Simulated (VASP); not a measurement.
# Al12Cl in VASP: notebook, part 2 of 2

VASP 6.6.1.

### Step 3. Single point, PBE

INCAR

```
SYSTEM = Al12Cl
ALGO = Normal ; DIPOL = 0.5 0.5 0.330
EDIFF = 1E-6 ; ENCUT = 520
GGA = PE ; IDIPOL = 3
ISIF = 2 ; ISMEAR = 0
LASPH = .True. ; LCHARG = .False.
LDIPOL = .True. ; LREAL = .False.
LWAVE = .False. ; NBANDS = 34
NELM = 100 ; PREC = Accurate
SIGMA = 0.1
```

KPOINTS

```
k-points
0
Gamma
  6 6 1
  0 0 0
```

POSCAR

```
Al12Cl
1.0
    5.7135165838      0.0000000000      0.0000000000
   -2.8567582919      4.9480505065      0.0000000000
    0.0000000000      0.0000000000     20.1013781901
Al Cl
12 1
Direct
    0.3333333333      0.1666666667      0.1989913310
    0.3333333333      0.6666666667      0.1989913310
    0.8333333333      0.1666666667      0.1989913310
    0.8333333333      0.6666666667      0.1989913310
    0.1666666667      0.3333333333      0.3134471574
    0.1666666667      0.8333333333      0.3134471574
    0.6666666667      0.3333333333      0.3134471574
    0.6666666667      0.8333333333      0.3134471574
    0.0000000000      0.0000000000      0.4278999235
    0.0000000000      0.5000000000      0.4278999235
    0.5000000000      0.0000000000      0.4278999235
    0.5000000000      0.5000000000      0.4278999235
    0.0833333333      0.3333333333      0.5330997921
```

Potentials or basis: VASP PAW PBE potentials, release 64 (Al, Cl).

Command:

```sh
$ cat potpaw_PBE.64/Al/POTCAR potpaw_PBE.64/Cl/POTCAR > POTCAR
$ mpirun -np 1 vasp_std > vasp.out
```

OUTCAR:

```text
SYSTEM = Al12Cl
   EDIFF = 1E-6
   ENCUT = 520
   GGA = PE
   ISIF = 2
   ISMEAR = 0
   LASPH = .True.
   LREAL = .False.
   NELM = 100
   PREC = Accurate

 ion  position               nearest neighbor table
   1  0.333  0.167  0.199-   5 2.83   6 2.83   7 2.83   4 2.86   2 2.86   2 2.86   4 2.86   3 2.86
                             3 2.86
   2  0.333  0.667  0.199-   6 2.83   5 2.83   8 2.83   3 2.86   1 2.86   1 2.86   3 2.86   4 2.86
                             4 2.86
   3  0.833  0.167  0.199-   7 2.83   8 2.83   5 2.83   4 2.86   2 2.86   4 2.86   2 2.86   1 2.86
                             1 2.86
   4  0.833  0.667  0.199-   8 2.83   7 2.83   6 2.83   3 2.86   1 2.86   3 2.86   1 2.86   2 2.86
                             2 2.86
   5  0.167  0.333  0.313-   9 2.83  12 2.83  10 2.83   1 2.83   2 2.83   3 2.83   8 2.86   6 2.86
                             6 2.86   8 2.86   7 2.86   7 2.86
   6  0.167  0.833  0.313-  10 2.83  11 2.83   9 2.83   2 2.83   1 2.83   4 2.83   7 2.86   5 2.86
                             5 2.86   7 2.86   8 2.86   8 2.86
   7  0.667  0.333  0.313-  11 2.83  10 2.83  12 2.83   3 2.83   4 2.83   1 2.83   8 2.86   6 2.86
                             8 2.86   6 2.86   5 2.86   5 2.86
   8  0.667  0.833  0.313-  12 2.83   9 2.83  11 2.83   4 2.83   3 2.83   2 2.83   7 2.86   5 2.86
                             7 2.86   5 2.86   6 2.86   6 2.86
   9  0.000  0.000  0.428-  13 2.72   5 2.83   8 2.83   6 2.83  12 2.86  10 2.86  10 2.86  12 2.86
                            11 2.86  11 2.86
  10  0.000  0.500  0.428-  13 2.46   6 2.83   7 2.83   5 2.83  11 2.86   9 2.86   9 2.86  11 2.86
                            12 2.86  12 2.86
  11  0.500  0.000  0.428-   7 2.83   6 2.83   8 2.83  10 2.86  12 2.86  12 2.86  10 2.86   9 2.86
                             9 2.86
  12  0.500  0.500  0.428-   8 2.83   5 2.83   7 2.83   9 2.86  11 2.86  11 2.86   9 2.86  10 2.86
                            10 2.86  13 2.96
  13  0.083  0.333  0.533-  10 2.46   9 2.72  12 2.96

  LATTYP: Found a hexagonal cell.
 ALAT       =     5.7135165838
 C/A-ratio  =     3.5182147274

  Lattice vectors:

 A1 = (   5.7135165838,   0.0000000000,   0.0000000000)
 A2 = (  -2.8567582919,   4.9480505065,   0.0000000000)
 A3 = (   0.0000000000,   0.0000000000,  20.1013781901)

Analysis of symmetry for initial positions (statically):
[... 189 lines left out ...]
  ---------------------------------------------------
  free energy    TOTEN  =       -45.59165670 eV

  energy without entropy =      -45.55420851  energy(sigma->0) =      -45.57293261

 E-fermi :   0.3297     XC(G=0):  -4.7591

 val. band max:        0.3186990113   @ k =   0.5000  -0.1667   0.0000
 cond. band min:       0.3339036807   @ k =   0.5000   0.3333   0.0000
 fundamental gap:      0.0152046694
 Fermi energy:         0.3297266291

 k-point     1 :       0.0000    0.0000    0.0000
  band No.  band energies     occupation
      1     -15.4710      2.00000
      2     -10.3079      2.00000
      3      -8.6146      2.00000
      4      -6.0725      2.00000
      5      -4.7698      2.00000
      6      -4.6430      2.00000
[... 709 lines left out ...]
     32       3.6228      0.00000
     33       3.6764      0.00000
 [bands above 33 left out]

------------------------ aborting loop because EDIFF is reached ----------------------------------------

 vacuum level on the upper side and lower side of the slab       (xc-potential included)         0.413        -0.459

  FORCE on cell =-STRESS in cart. coord.  units (eV):
  Direction    XX          YY          ZZ          XY          YZ          ZX
  --------------------------------------------------------------------------------------
  -------------------------------------------------------------------------------------
  Total       -2.7936454     -3.0582124      0.7986494      0.3603959      0.0634823     -0.4317358
  in kB       -7.8762303     -8.6221342      2.2516626      1.0160779      0.1789782     -1.2172092
  external PRESSURE =      -4.7489007 kB  Pullay stress =       0.0000000 kB

 VOLUME and BASIS-vectors are now :
 -----------------------------------------------------------------------------
  energy-cutoff  :      520.00
  volume of cell :      568.28
      direct lattice vectors                 reciprocal lattice vectors
     5.713516584  0.000000000  0.000000000     0.175023558  0.101049898  0.000000000
    -2.856758292  4.948050506  0.000000000     0.000000000  0.202099796  0.000000000
     0.000000000  0.000000000 20.101378190     0.000000000  0.000000000  0.049747833

 POSITION                                       TOTAL-FORCE (eV/Angst)
 -----------------------------------------------------------------------------------
      1.42838      0.82468      4.00000         0.096272     -0.038034     -0.050045
     -0.00000      3.29870      4.00000         0.028185      0.111005     -0.042931
      4.28514      0.82468      4.00000        -0.100298     -0.074969     -0.018988
      2.85676      3.29870      4.00000        -0.028510     -0.004839     -0.102832
      0.00000      1.64935      6.30072         0.033770     -0.011208      0.261078
     -1.42838      4.12338      6.30072         0.021409      0.044416     -0.086598
      2.85676      1.64935      6.30072        -0.029075      0.006342     -0.047878
      1.42838      4.12338      6.30072         0.049093     -0.036023     -0.077884
      0.00000      0.00000      8.60138         0.061585     -0.170248      0.128923
     -1.42838      2.47403      8.60138        -0.074611      0.096488      0.453345
      2.85676      0.00000      8.60138        -0.166913     -0.063791     -0.285797
      1.42838      2.47403      8.60138         0.240899      0.121934     -0.102096
     -0.47613      1.64935     10.71604        -0.131806      0.018928     -0.028297
 -----------------------------------------------------------------------------------
    total drift:                               -0.000041      0.000023      0.000009

  FREE ENERGIE OF THE ION-ELECTRON SYSTEM (eV)
  ---------------------------------------------------
  free  energy   TOTEN  =       -45.5916567005 eV

  energy  without entropy=      -45.5542085095  energy(sigma->0) =      -45.57293261

 vacuum level on the upper side and lower side of the slab         5.152         4.244
```

OSZICAR:

```text
N       E                     dE             d eps       ncg     rms          rms(c)
DAV:   1     0.171823383665E+03    0.17182E+03   -0.13273E+04  1360   0.902E+02
DAV:   2    -0.263625374768E+02   -0.19819E+03   -0.19081E+03  1964   0.160E+02
DAV:   3    -0.468366157639E+02   -0.20474E+02   -0.19484E+02  1800   0.445E+01
[... 19 lines left out ...]
DAV:  23    -0.455916362467E+02   -0.39996E-04   -0.32208E-06  1402   0.568E-03    0.380E-03
DAV:  24    -0.455916454711E+02   -0.92244E-05   -0.60416E-07  1206   0.319E-03    0.118E-03
DAV:  25    -0.455916525981E+02   -0.71270E-05   -0.58452E-07  1024   0.271E-03    0.253E-03
DAV:  26    -0.455916563765E+02   -0.37784E-05   -0.46170E-07  1278   0.193E-03    0.111E-03
DAV:  27    -0.455916567005E+02   -0.32404E-06   -0.56418E-08  1176   0.100E-03
   1 F= -.45591657E+02 E0= -.45572933E+02  d E =-.374482E-01
```

stdout:

```text
POSCAR found type information on POSCAR AlCl
 POSCAR found :  2 types and      13 ions
 scaLAPACK will be used
 LDA part: xc-table for (Slater+PW92), standard interpolation
 POSCAR, INCAR and KPOINTS ok, starting setup
 FFT: planning ... GRIDC
 FFT: planning ... GRID_SOFT
 FFT: planning ... GRID
 WAVECAR not read
 entering main loop
```

Run time: 8.3 min. Hardware: 1 thread of Intel Xeon 6975P-C (Granite Rapids), shared host; peak memory 0.71 GiB.

Results:

- Free energy: -45.5917 eV
- Largest force: 0.469 eV/Å
- Band gap on the k mesh: zero (an odd number of electrons rules out a gap without spin polarisation)

Forces in eV/Å, atoms in the order of the input:
```
Al   0.096 -0.038 -0.050
Al   0.028  0.111 -0.043
Al  -0.100 -0.075 -0.019
Al  -0.029 -0.005 -0.103
Al   0.034 -0.011  0.261
Al   0.021  0.044 -0.087
Al  -0.029  0.006 -0.048
Al   0.049 -0.036 -0.078
Al   0.062 -0.170  0.129
Al  -0.075  0.096  0.453
Al  -0.167 -0.064 -0.286
Al   0.241  0.122 -0.102
Cl  -0.132  0.019 -0.028
```

Levels at points of the mesh, in eV from the Fermi level:
```
           k point  band 18  band 19  band 20  band 21  band 22  band 23  band 24  band 25  band 26  band 27
(0.00, 0.00, 0.00)    -2.61    -2.52    -2.21    -0.44    -0.30    -0.25    -0.15     0.01     0.15     1.01
(0.50, 0.00, 0.00)    -0.78    -0.56    -0.48    -0.28    -0.22     0.86     0.92     1.39     1.46     1.55
(0.00, 0.50, 0.00)    -0.80    -0.55    -0.54    -0.29    -0.17     0.86     0.95     1.42     1.48     1.55
(0.50, 0.50, 0.00)    -0.77    -0.56    -0.55    -0.29    -0.20     0.86     0.93     1.41     1.50     1.54
```

Caveat: an odd number of electrons without spin polarisation forces a metal; a magnetic or distorted state may lie lower.

### Step 4. Single point, PBE

INCAR

```
SYSTEM = Al12Cl
ALGO = Normal ; DIPOL = 0.5 0.5 0.330
EDIFF = 1E-6 ; ENCUT = 520
GGA = PE ; IDIPOL = 3
ISIF = 2 ; ISMEAR = 0
LASPH = .TRUE. ; LCHARG = .TRUE.
LDIPOL = .TRUE. ; LELF = .TRUE.
LREAL = .FALSE. ; LVACPOTAV = .TRUE.
LVHAR = .TRUE. ; LWAVE = .FALSE.
NBANDS = 34 ; NELM = 80
PREC = Accurate ; SIGMA = 0.1
```

KPOINTS

```
k-points
0
G
  6 6 1
  0 0 0
```

POSCAR: that of step 3 with these lines changed.

```diff
@@ -20,2 +20,2 @@
     0.5000000000      0.5000000000      0.4278999235
-    0.0833333333      0.3333333333      0.5330997921
+    0.2500000000      0.1666666667      0.5319128635
```

Potentials or basis: VASP PAW PBE potentials, release 64 (Al, Cl).

Command:

```sh
$ cat potpaw_PBE.64/Al/POTCAR potpaw_PBE.64/Cl/POTCAR > POTCAR
$ mpirun -np 1 vasp_std > vasp.out
```

OUTCAR:

```text
SYSTEM = Al12Cl
   EDIFF = 1E-6
   ENCUT = 520
   GGA = PE
   ISIF = 2
   ISMEAR = 0
   LASPH = .TRUE.
   LREAL = .FALSE.
   NELM = 80
   PREC = Accurate

 ion  position               nearest neighbor table
   1  0.333  0.167  0.199-   5 2.83   6 2.83   7 2.83   4 2.86   2 2.86   2 2.86   4 2.86   3 2.86
                             3 2.86
   2  0.333  0.667  0.199-   6 2.83   5 2.83   8 2.83   3 2.86   1 2.86   1 2.86   3 2.86   4 2.86
                             4 2.86
   3  0.833  0.167  0.199-   7 2.83   8 2.83   5 2.83   4 2.86   2 2.86   4 2.86   2 2.86   1 2.86
                             1 2.86
   4  0.833  0.667  0.199-   8 2.83   7 2.83   6 2.83   3 2.86   1 2.86   3 2.86   1 2.86   2 2.86
                             2 2.86
[... 967 lines left out ...]
    -2.856758292  4.948050506  0.000000000     0.000000000  0.202099796  0.000000000
     0.000000000  0.000000000 20.101378190     0.000000000  0.000000000  0.049747833

 POSITION                                       TOTAL-FORCE (eV/Angst)
 -----------------------------------------------------------------------------------
      1.42838      0.82468      4.00000         0.057061     -0.003462      0.033011
     -0.00000      3.29870      4.00000        -0.025207      0.014163     -0.069050
      4.28514      0.82468      4.00000        -0.042548      0.027614     -0.075145
      2.85676      3.29870      4.00000         0.032521     -0.038302     -0.087754
      0.00000      1.64935      6.30072        -0.018860      0.029101      0.181790
     -1.42838      4.12338      6.30072         0.011188     -0.030454      0.088617
      2.85676      1.64935      6.30072         0.026731      0.026305      0.012830
      1.42838      4.12338      6.30072        -0.063397     -0.003051     -0.130950
      0.00000      0.00000      8.60138        -0.221191     -0.154494      0.363265
     -1.42838      2.47403      8.60138        -0.167359      0.030364     -0.232259
      2.85676      0.00000      8.60138         0.384888     -0.170961     -0.154813
      1.42838      2.47403      8.60138         0.063689      0.301235      0.082418
      0.95225      0.82468     10.69218        -0.037516     -0.028058     -0.011961
 -----------------------------------------------------------------------------------
    total drift:                               -0.000018     -0.000009     -0.000490

  FREE ENERGIE OF THE ION-ELECTRON SYSTEM (eV)
  ---------------------------------------------------
  free  energy   TOTEN  =       -45.6371509438 eV

  energy  without entropy=      -45.6013283279  energy(sigma->0) =      -45.61923964

 vacuum level on the upper side and lower side of the slab         5.097         4.322
```

Run time: 8.1 min. Hardware: 1 thread of Intel Xeon 6975P-C (Granite Rapids), shared host; peak memory 0.73 GiB.

Results:

```yaml
Free_energy: -45.6372 eV
Largest_force: 0.452 eV/Å
Band_gap_on_the_k_mesh: zero (an odd number of electrons rules out a gap without spin polarisation)
```

Forces in eV/Å, atoms in the order of the input:
```
Al   0.057 -0.003  0.033
Al  -0.025  0.014 -0.069
Al  -0.043  0.028 -0.075
Al   0.033 -0.038 -0.088
Al  -0.019  0.029  0.182
Al   0.011 -0.030  0.089
Al   0.027  0.026  0.013
Al  -0.063 -0.003 -0.131
Al  -0.221 -0.154  0.363
Al  -0.167  0.030 -0.232
Al   0.385 -0.171 -0.155
Al   0.064  0.301  0.082
Cl  -0.038 -0.028 -0.012
```

Caveat: an odd number of electrons without spin polarisation forces a metal; a magnetic or distorted state may lie lower.

### Step 5. The runs side by side

```csv
cell,gap on the mesh (eV),largest force (eV/Å)
"as given, atomic positions A",none,0.69
"as given, atomic positions B",none,0.47
"as given, atomic positions C",none,0.45
```

Alike in all rows: task single point; level PBE; potentials or basis VASP PAW PBE potentials, release 64 (Al, Cl); no spin polarisation; k mesh 6 × 6 × 1; cutoff (eV) 520; smearing gaussian 0.1 eV.

Caveats: an odd number of electrons without spin polarisation forces a metal; a magnetic or distorted state may lie lower.

Absolute energies hang on the potentials; compare differences alone.

The gap in the log of VASP goes by the Fermi energy; the results here count the filled bands.